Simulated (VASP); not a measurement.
A run of VASP 6.6.1:

Contents of POSCAR:

```
SnO
1.0
    4.1254993130      0.0000000000      0.0000000000
   -2.0627496565      3.5727872084      0.0000000000
    0.0000000000      0.0000000000      5.1854029691
Sn O
2 2
Direct
    0.3333333333      0.6666666667      0.2500000000
    0.6666666667      0.3333333333      0.7500000000
    0.6666666667      0.3333333333      0.2500000000
    0.3333333333      0.6666666667      0.7500000000
```

INCAR.step1

```
SYSTEM = SnO
  ALGO = Normal
  EDIFF = 1E-4
  ENCUT = 520
  GGA = PE
  ISMEAR = 0
  LASPH = .TRUE.
  LCHARG = .FALSE.
  LREAL = .FALSE.
  LWAVE = .TRUE.
  NBANDS = 28
  NELM = 100
  PREC = Accurate
  SIGMA = 0.01
```

Contents of INCAR.step2:

```
SYSTEM = SnO
  ALGO = Normal
  EDIFF = 1E-7
  ENCUT = 520
  ISIF = 2
  ISMEAR = 0
  ISTART = 1
  LASPH = .TRUE.
  LCHARG = .FALSE.
  LMIXTAU = .TRUE.
  LREAL = .FALSE.
  LWAVE = .FALSE.
  METAGGA = R2SCAN
  NBANDS = 28
  NELM = 100
  PREC = Accurate
  SIGMA = 0.01
```

File KPOINTS:

```
k-points
0
G
  8 8 1
  0 0 0
```

Potentials or basis: VASP PAW PBE potentials, release 64 (Sn_d, O).

Command:

```sh
$ cat potpaw_PBE.64/Sn_d/POTCAR potpaw_PBE.64/O/POTCAR > POTCAR
$ cp INCAR.step1 INCAR
$ mpirun -np 1 vasp_std > vasp.out
$ cp INCAR.step2 INCAR
$ mpirun -np 1 vasp_std > vasp.out
```

Hardware: 1 thread of Intel(R) Xeon(R) 6975P-C (Granite Rapids), with other jobs on the host.

Problem. Estimate the wall time of this run.

Solution. It took 39 s on 1 thread of Intel(R) Xeon(R) 6975P-C (Granite Rapids), with other jobs on the host, peak memory 0.2 GiB. Counts: k points 10.
